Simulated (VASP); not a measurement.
Runs of VASP 6.6.1 on Ba. The structure is that of space group Fm-3m (No. 225), or close to it. The cells are those of the table. This isn't the form of Ba at room conditions, which is bcc.

```tsv
task	level	cell	k mesh	cutoff (eV)	gap on the mesh (eV)	pressure (GPa)
single point	PBEsol	a = 4.284 Å, angles 60.0°, 1 atom	12 × 12 × 12	520	none	0.5
single point	PBEsol+D3(BJ)	a = 3.775 Å, angles 60.0°, 1 atom	12 × 12 × 12, shifted	520	none	4.7
single point	PBEsol	a = 4.357 Å, angles 60.0°, 1 atom	12 × 12 × 12	520	none	(a)
single point	PBEsol	a = 4.128 Å, angles 60.0°, 1 atom	12 × 12 × 12	520	none	1.8
relaxation of cell and atoms	PBEsol	relaxed from a = 4.345 Å, angles 60.0°, 1 atom	12 × 12 × 12	600	none	0.0
```

Alike in all rows: potentials or basis VASP PAW PBE potentials, release 64 (Ba_sv); no spin polarisation; smearing fermi-dirac 0.08 eV.

**Question.** Fill in the values left out.

**Answer.** (a) 0.1.

Caveats: the PAW data sets were made with another functional, which shifts forces and pressure a little; spin-orbit coupling is left out, which moves the levels of the heavy elements; the cell stands under pressure (at least some runs).

A k mesh can miss the band edges, and the runs leave out spin-orbit coupling on Ba.

A gap of «none» marks levels without a gap at the run's occupations.
